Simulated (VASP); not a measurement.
Al5As:

```
Al As
1.0
     0.00000    3.87031    3.87031
     3.87031    0.00000    3.87031
     3.87031    3.87031    0.00000
Al As
5 1
Cartesian
  4.5073 4.5073 4.5073
  3.2334 3.2334 4.5073
  3.2334 4.5073 3.2334
  4.5073 3.2334 3.2334
  0.0000 0.0000 0.0000
  5.8055 5.8055 5.8055
```

* Program: VASP 6.6.1
* Task: relaxation of cell and atoms
* Functional: PBE
* Potentials or basis: VASP PAW PBE potentials, release 64 (Al, As)
* Cutoff: 600 eV
* k mesh: 4 × 4 × 4
* Occupations: gaussian, width 0.1 eV
* Spin: no spin polarisation

At the start: pressure 76.3 GPa; volume 19.32 Å³/atom.

Question: Where does the relaxation end?

Answer: Over 17 steps the energy falls by 3461.6 meV/atom and the volume is 32.21 Å³/atom (+66.7 %); space group F-43m (No. 216, to 0.05 Å).

The path:
```tsv
step	energy change (eV)	largest force (eV/Å)	pressure (GPa)	volume (Å³)
1	0.0000	31.1514	76.35	115.95
2	218.1958	175.4797	113.91	349.30
3	7.2326	28.0322	50.88	165.08
4	-0.0559	23.3310	45.82	150.44
5	-7.3789	17.4637	43.61	132.45
6	-9.8257	13.9624	45.65	124.02
7	-10.6140	11.9239	47.94	119.94
8	-10.8741	10.8014	49.48	117.93
9	-10.9668	10.2090	50.37	116.94
10	-11.0031	9.9049	50.84	116.44
11	-19.0544	0.7217	-4.71	269.40
12	-20.3942	2.0039	-0.46	197.22
13	-20.3960	1.9463	-0.75	199.14
14	-20.7386	0.5229	0.69	188.70
15	-20.7456	0.2265	1.05	187.04
16	-20.7678	0.0645	0.27	191.45
17	-20.7696	0.0040	-0.02	193.26
```

Final structure:
```yaml
crystal:
  lattice:
    - [0.00000, 4.58889, 4.58889]
    - [4.58889, 0.00000, 4.58889]
    - [4.58889, 4.58889, 0.00000]
  atoms:
    - { symbol: Al, position: [0.59922, 0.59922, 0.59922] }
    - { symbol: Al, position: [0.59922, 0.59922, 0.20234] }
    - { symbol: Al, position: [0.59922, 0.20234, 0.59922] }
    - { symbol: Al, position: [0.20234, 0.59922, 0.59922] }
    - { symbol: Al, position: [0.00000, 0.00000, 0.00000] }
    - { symbol: As, position: [0.75000, 0.75000, 0.75000] }
```

Caveat: the volume moved by over 15 % at a fixed basis, so the end points are rough.
